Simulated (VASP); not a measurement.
# SrTiO3 (Pm-3m) in VASP: further runs, part 2 of 2

VASP 6.6.1. Earlier steps stand in the parts before.

**3. Electric field gradients, PBEsol (11.79 Å³/atom)**

This run uses another cell than the first one, of 11.79 Å³/atom.

INCAR reads:

```
PREC     = Accurate       # precision mode
ENCUT    = 520            # plane-wave cutoff, eV
EDIFF    = 1E-8           # SCF threshold, eV
ISMEAR   = -1             # smearing method
SIGMA    = 0.05           # smearing width, eV
LREAL    = False          # projectors in reciprocal space
LASPH    = True           # aspherical terms in the spheres
NELM     = 100            # most SCF steps
ALGO     = Normal         # electronic algorithm
ISIF     = 2              # what is computed and relaxed
LWAVE    = False          # write WAVECAR
LCHARG   = False          # write CHGCAR
GGA      = PS             # functional
LEFG     = True         
NBANDS   = 28             # bands
```

KPOINTS reads:

```
Automatic mesh
0
Gamma
  7 7 7
```

POSCAR reads:

```
SrTiO3
1.0
    3.8919397018      0.0000000000      0.0000000000
    0.0000000000      3.8919397018      0.0000000000
    0.0000000000      0.0000000000      3.8919397018
Sr Ti O
1 1 3
Direct
    0.0000000000      0.0000000000      0.0000000000
    0.5000000000      0.5000000000      0.5000000000
    0.0000000000      0.5000000000      0.5000000000
    0.5000000000      0.0000000000      0.5000000000
    0.5000000000      0.5000000000      0.0000000000
```

Potentials or basis: VASP PAW PBE potentials, release 64 (Sr_sv, Ti_sv, O).

Run with:

```
$ cat potpaw_PBE.64/Sr_sv/POTCAR potpaw_PBE.64/Ti_sv/POTCAR potpaw_PBE.64/O/POTCAR > POTCAR
$ mpirun -np 1 vasp_std > vasp.out
```

OUTCAR:

```text
PREC = Accurate
   ENCUT = 520
   EDIFF = 1E-8
   ISMEAR = -1
   LREAL = False
   LASPH = True
   NELM = 100
   ISIF = 2
   GGA = PS

 ion  position               nearest neighbor table
   1  0.000  0.000  0.000-   3 2.75   4 2.75   5 2.75   3 2.75   4 2.75   3 2.75   5 2.75   3 2.75
                             4 2.75   5 2.75   4 2.75   5 2.75   2 3.37   2 3.37   2 3.37   2 3.37
   2  0.500  0.500  0.500-   3 1.95   4 1.95   5 1.95   5 1.95   4 1.95   3 1.95   1 3.37   1 3.37
                             1 3.37   1 3.37   1 3.37   1 3.37   1 3.37   1 3.37
   3  0.000  0.500  0.500-   2 1.95   2 1.95   1 2.75   1 2.75   1 2.75   1 2.75
   4  0.500  0.000  0.500-   2 1.95   2 1.95   1 2.75   1 2.75   1 2.75   1 2.75
   5  0.500  0.500  0.000-   2 1.95   2 1.95   1 2.75   1 2.75   1 2.75   1 2.75

  LATTYP: Found a simple cubic cell.
 ALAT       =     3.8919397018

  Lattice vectors:

 A1 = (   3.8919397018,   0.0000000000,   0.0000000000)
 A2 = (   0.0000000000,   3.8919397018,   0.0000000000)
 A3 = (   0.0000000000,   0.0000000000,   3.8919397018)

Analysis of symmetry for initial positions (statically):
=====================================================================
 Subroutine PRICEL returns:
 Original cell was already a primitive cell.

 Routine SETGRP: Setting up the symmetry group for a
 simple cubic supercell.

 Subroutine GETGRP returns: Found 48 space group operations
 (whereof 48 operations were pure point group operations)
 out of a pool of 48 trial point group operations.

The static configuration has the point symmetry O_h .

Analysis of symmetry for dynamics (positions and initial velocities):
=====================================================================
 Subroutine PRICEL returns:
 Original cell was already a primitive cell.

 Routine SETGRP: Setting up the symmetry group for a
 simple cubic supercell.

 Subroutine GETGRP returns: Found 48 space group operations
 (whereof 48 operations were pure point group operations)
 out of a pool of 48 trial point group operations.

The dynamic configuration has the point symmetry O_h .

 Subroutine INISYM returns: Found 48 space group operations
 (whereof 48 operations are pure point group operations),
 and found     1 'primitive' translations

----------------------------------------------------------------------------------------

                                     Primitive cell

  volume of cell :      58.9520

  direct lattice vectors                    reciprocal lattice vectors
     3.891939702  0.000000000  0.000000000     0.256941288  0.000000000  0.000000000
     0.000000000  3.891939702  0.000000000     0.000000000  0.256941288  0.000000000
     0.000000000  0.000000000  3.891939702     0.000000000  0.000000000  0.256941288

  length of vectors
     3.891939702  3.891939702  3.891939702     0.256941288  0.256941288  0.256941288

  position of ions in fractional coordinates (direct lattice)
     0.000000000  0.000000000  0.000000000
     0.500000000  0.500000000  0.500000000
     0.000000000  0.500000000  0.500000000
     0.500000000  0.000000000  0.500000000
     0.500000000  0.500000000  0.000000000

  ion indices of the primitive-cell ions
[... 94 lines left out ...]
  volume/ion in A,a.u.               =      11.79        79.57
  Fermi-wavevector in a.u.,A,eV,Ry     =   1.438562  2.718489 28.156739  2.069462
  Thomas-Fermi vector in A             =   2.557515
   LORBIT       =      0    0 simple, 1 ext, 2 COOP (PROOUT), +10 PAW based schemes
   GGA     = PS    functional components
   LHFCALC =     F    Hartree Fock is set to
   AEXX    =    0.0000 exact exchange contribution
   IVDW    =     0    specifies the selected vdW correction
   LEPSILON=     F    determine dielectric tensor
   LRPA    =     F    only Hartree local field effects (RPA)
 non-spin polarized calculation
  energy-cutoff  :      520.00
  volume of cell :       58.95
 maximum number of plane-waves:      1599
 NGX is ok and might be reduce to    30
   NGX = 15   NGY = 15   NGZ = 15

 number of electron      40.0000012 magnetization

 Free energy of the ion-electron system (eV)
  ---------------------------------------------------
  ext. energy  EPLUGINS =         0.00000000
  ---------------------------------------------------
  free energy    TOTEN  =       -42.01580494 eV

  energy without entropy =      -42.01580494  energy(sigma->0) =      -42.01580494

 E-fermi :   5.0118     XC(G=0): -11.5934

 val. band max:        4.0413889704   @ k =   0.4286   0.4286   0.4286
 cond. band min:       5.9267961702   @ k =   0.0000   0.0000   0.0000
 fundamental gap:      1.8854071998
 Fermi energy:         5.0118332952

 k-point     1 :       0.0000    0.0000    0.0000
  band No.  band energies     occupation
      1     -52.0512      2.00000
      2     -28.5065      2.00000
      3     -28.4201      2.00000
      4     -28.4201      2.00000
      5     -28.4201      2.00000
      6     -13.2882      2.00000
[... 609 lines left out ...]
     27      12.4781      0.00000
     28      12.4781      0.00000

------------------------ aborting loop because EDIFF is reached ----------------------------------------

  FORCE on cell =-STRESS in cart. coord.  units (eV):
  Direction    XX          YY          ZZ          XY          YZ          ZX
  --------------------------------------------------------------------------------------
  -------------------------------------------------------------------------------------
  Total        0.2086664      0.2086664      0.2086664     -0.0000000     -0.0000000      0.0000000
  in kB        5.6710667      5.6710667      5.6710667     -0.0000000     -0.0000000      0.0000000
  external PRESSURE =       5.6710667 kB  Pullay stress =       0.0000000 kB

 VOLUME and BASIS-vectors are now :
 -----------------------------------------------------------------------------
  energy-cutoff  :      520.00
  volume of cell :       58.95
      direct lattice vectors                 reciprocal lattice vectors
     3.891939702  0.000000000  0.000000000     0.256941288  0.000000000  0.000000000
     0.000000000  3.891939702  0.000000000     0.000000000  0.256941288  0.000000000
     0.000000000  0.000000000  3.891939702     0.000000000  0.000000000  0.256941288

 POSITION                                       TOTAL-FORCE (eV/Angst)
 -----------------------------------------------------------------------------------
      0.00000      0.00000      0.00000         0.000000      0.000000      0.000000
      1.94597      1.94597      1.94597         0.000000      0.000000      0.000000
      0.00000      1.94597      1.94597         0.000000      0.000000      0.000000
      1.94597      0.00000      1.94597         0.000000      0.000000      0.000000
      1.94597      1.94597      0.00000         0.000000      0.000000      0.000000
 -----------------------------------------------------------------------------------
    total drift:                                0.000000      0.000000     -0.000000

  FREE ENERGIE OF THE ION-ELECTRON SYSTEM (eV)
  ---------------------------------------------------
  free  energy   TOTEN  =       -42.0158049406 eV

  energy  without entropy=      -42.0158049396  energy(sigma->0) =      -42.01580494

 Electric field gradients (V/A^2)
---------------------------------------------------------------------
 ion       V_xx      V_yy      V_zz      V_xy      V_xz      V_yz
---------------------------------------------------------------------
   1      -0.000    -0.000     0.000     0.000     0.000    -0.000
   2      -0.000    -0.000    -0.000    -0.000     0.000     0.000
   3       8.340    -4.170    -4.170     0.000     0.000     0.000
   4      -4.170     8.340    -4.170    -0.000     0.000     0.000
   5      -4.170    -4.170     8.340    -0.000    -0.000     0.000
---------------------------------------------------------------------

 Electric field gradients after diagonalization (V/A^2)
 (convention: |V_zz| > |V_xx| > |V_yy|)
----------------------------------------------------------------------
 ion       V_xx      V_yy      V_zz     asymmetry (V_yy - V_xx)/ V_zz
----------------------------------------------------------------------
   1      -0.000    -0.000     0.000       0.061
   2      -0.000    -0.000    -0.000      -0.185
   3      -4.170    -4.170     8.340       0.000
   4      -4.170    -4.170     8.340       0.000
   5      -4.170    -4.170     8.340       0.000
----------------------------------------------------------------------

           NMR quadrupolar parameters

 Cq : quadrupolar parameter    Cq=e*Q*V_zz/h
 eta: asymmetry parameters     (V_yy - V_xx)/ V_zz
 Q  : nuclear electric quadrupole moment in mb (millibarn)
----------------------------------------------------------------------
 ion       Cq(MHz)       eta       Q (mb)
----------------------------------------------------------------------
   1       0.000       0.061       1.000
   2      -0.000      -0.185       1.000
   3       0.020       0.000       1.000
   4       0.020       0.000       1.000
   5       0.020       0.000       1.000
----------------------------------------------------------------------
```

Run time: 44 s. Hardware: 1 thread of Intel Xeon Platinum 8259CL at 2.50GHz (Skylake/Cascade Lake), shared host; peak memory 0.18 GiB.

Results:

| Property | Result |
| --- | --- |
| Free energy | -42.0158 eV |
| Pressure | 0.6 GPa |
| Band gap on the k mesh | 1.89 eV (least direct gap 2.17 eV) |
| Largest electric field gradient by atom | Sr -0.0; Ti -0.0; O +8.3 V/Å² |

Electric field gradients, principal values (V/Å²):
```
atom   least  middle  greatest (by size)
1 Sr   0.000   0.000               0.000
2 Ti   0.000   0.000               0.000
 3 O  -4.170  -4.170               8.340
 4 O  -4.170  -4.170               8.340
 5 O  -4.170  -4.170               8.340
```

Caveat: without QUAD_EFG the Cq values of the log hold for a quadrupole moment of 1 mb, not for the nuclei; the PAW data sets were made with another functional, which shifts forces and pressure a little; an odd mesh through Γ misses points on the zone boundary, where band edges can lie.

**4. Electric field gradients, PBEsol (11.79 Å³/atom)**

This run uses another cell than the first one, of 11.79 Å³/atom.

INCAR reads:

```
SYSTEM = SrTiO3
PREC     = Accurate       ! precision mode
ENCUT    = 520            ! plane-wave cutoff, eV
EDIFF    = 1E-8           ! SCF threshold, eV
ISMEAR   = -1             ! smearing method
SIGMA    = 0.05           ! smearing width, eV
LREAL    = .False.        ! projectors in reciprocal space
LASPH    = .True.         ! aspherical terms in the spheres
NELM     = 100            ! most SCF steps
ALGO     = Normal         ! electronic algorithm
ISIF     = 2              ! what is computed and relaxed
LWAVE    = .False.        ! write WAVECAR
LCHARG   = .False.        ! write CHGCAR
GGA      = PS             ! functional
LEFG     = .True.       
NBANDS   = 28             ! bands
```

KPOINTS reads:

```
Automatic mesh
0
Gamma
  7 7 7
  0 0 0
```

POSCAR is that of step 3.

Potentials or basis: VASP PAW PBE potentials, release 64 (Sr_sv, Ti_sv, O).

Run with:

```
$ cat potpaw_PBE.64/Sr_sv/POTCAR potpaw_PBE.64/Ti_sv/POTCAR potpaw_PBE.64/O/POTCAR > POTCAR
$ mpirun -np 1 vasp_std > vasp.out
```

OUTCAR:

```text
SYSTEM = SrTiO3
   PREC = Accurate
   ENCUT = 520
   EDIFF = 1E-8
   ISMEAR = -1
   LREAL = .False.
   LASPH = .True.
   NELM = 100
   ISIF = 2
   GGA = PS

 ion  position               nearest neighbor table
   1  0.000  0.000  0.000-   3 2.75   4 2.75   5 2.75   3 2.75   4 2.75   3 2.75   5 2.75   3 2.75
                             4 2.75   5 2.75   4 2.75   5 2.75   2 3.37   2 3.37   2 3.37   2 3.37
   2  0.500  0.500  0.500-   3 1.95   4 1.95   5 1.95   5 1.95   4 1.95   3 1.95   1 3.37   1 3.37
                             1 3.37   1 3.37   1 3.37   1 3.37   1 3.37   1 3.37
   3  0.000  0.500  0.500-   2 1.95   2 1.95   1 2.75   1 2.75   1 2.75   1 2.75
   4  0.500  0.000  0.500-   2 1.95   2 1.95   1 2.75   1 2.75   1 2.75   1 2.75
   5  0.500  0.500  0.000-   2 1.95   2 1.95   1 2.75   1 2.75   1 2.75   1 2.75

  LATTYP: Found a simple cubic cell.
[... 852 lines left out ...]
   4      -4.170     8.340    -4.170    -0.000     0.000     0.000
   5      -4.170    -4.170     8.340    -0.000    -0.000     0.000
---------------------------------------------------------------------

 Electric field gradients after diagonalization (V/A^2)
 (convention: |V_zz| > |V_xx| > |V_yy|)
----------------------------------------------------------------------
 ion       V_xx      V_yy      V_zz     asymmetry (V_yy - V_xx)/ V_zz
----------------------------------------------------------------------
   1      -0.000    -0.000     0.000       0.061
   2      -0.000    -0.000    -0.000      -0.185
   3      -4.170    -4.170     8.340       0.000
   4      -4.170    -4.170     8.340       0.000
   5      -4.170    -4.170     8.340       0.000
----------------------------------------------------------------------

           NMR quadrupolar parameters

 Cq : quadrupolar parameter    Cq=e*Q*V_zz/h
 eta: asymmetry parameters     (V_yy - V_xx)/ V_zz
 Q  : nuclear electric quadrupole moment in mb (millibarn)
----------------------------------------------------------------------
 ion       Cq(MHz)       eta       Q (mb)
----------------------------------------------------------------------
   1       0.000       0.061       1.000
   2      -0.000      -0.185       1.000
   3       0.020       0.000       1.000
   4       0.020       0.000       1.000
   5       0.020       0.000       1.000
----------------------------------------------------------------------
```

OSZICAR:

```text
N       E                     dE             d eps       ncg     rms          rms(c)
DAV:   1     0.426014642767E+03    0.42601E+03   -0.21229E+04  1120   0.159E+03
DAV:   2    -0.530627367952E+01   -0.43132E+03   -0.41142E+03  1256   0.440E+02
DAV:   3    -0.494359399967E+02   -0.44130E+02   -0.43797E+02  1524   0.135E+02
[... 12 lines left out ...]
DAV:  16    -0.420158048934E+02    0.15912E-05   -0.15497E-05  1256   0.286E-02    0.277E-03
DAV:  17    -0.420158049560E+02   -0.62653E-07   -0.13543E-06  1460   0.113E-02    0.258E-03
DAV:  18    -0.420158049656E+02   -0.95210E-08   -0.14076E-07  1464   0.407E-03    0.139E-03
DAV:  19    -0.420158049441E+02    0.21501E-07   -0.38076E-08  1248   0.240E-03    0.425E-04
DAV:  20    -0.420158049406E+02    0.35120E-08   -0.13565E-08   812   0.770E-04
   1 F= -.42015805E+02 E0= -.42015805E+02  d E =-.995644E-09
```

stdout:

```text
POSCAR found type information on POSCAR SrTiO
 POSCAR found :  3 types and       5 ions
 scaLAPACK will be used
 -----------------------------------------------------------------------------
|                                                                             |
|                                                                             |
|     You enforced a specific xc type in the INCAR file but a different       |
|     I HOPE YOU KNOW WHAT YOU ARE DOING!                                     |
|                                                                             |
 -----------------------------------------------------------------------------

 LDA part: xc-table for (Slater+PW92), standard interpolation
 POSCAR, INCAR and KPOINTS ok, starting setup
 FFT: planning ... GRIDC
 FFT: planning ... GRID_SOFT
 FFT: planning ... GRID
 WAVECAR not read
 entering main loop
ion   1

ion   2

ion   3

ion   4

ion   5
```

It took 46 s on 1 thread of Intel Xeon Platinum 8259CL at 2.50GHz (Skylake/Cascade Lake), shared host; peak memory 0.18 GiB.

Results:

| Quantity | Value |
| --- | --- |
| Free energy | -42.0158 eV |
| Pressure | 0.6 GPa |
| Band gap on the k mesh | 1.89 eV (least direct gap 2.17 eV) |
| Largest electric field gradient by atom | Sr -0.0; Ti -0.0; O +8.3 V/Å² |

Electric field gradients, principal values (V/Å²):
```tsv
atom	least	middle	greatest (by size)
1 Sr	0.000	0.000	0.000
2 Ti	0.000	0.000	0.000
3 O	-4.170	-4.170	8.340
4 O	-4.170	-4.170	8.340
5 O	-4.170	-4.170	8.340
```

Caveat: without QUAD_EFG the Cq values of the log hold for a quadrupole moment of 1 mb, not for the nuclei; the PAW data sets were made with another functional, which shifts forces and pressure a little; an odd mesh through Γ misses points on the zone boundary, where band edges can lie.
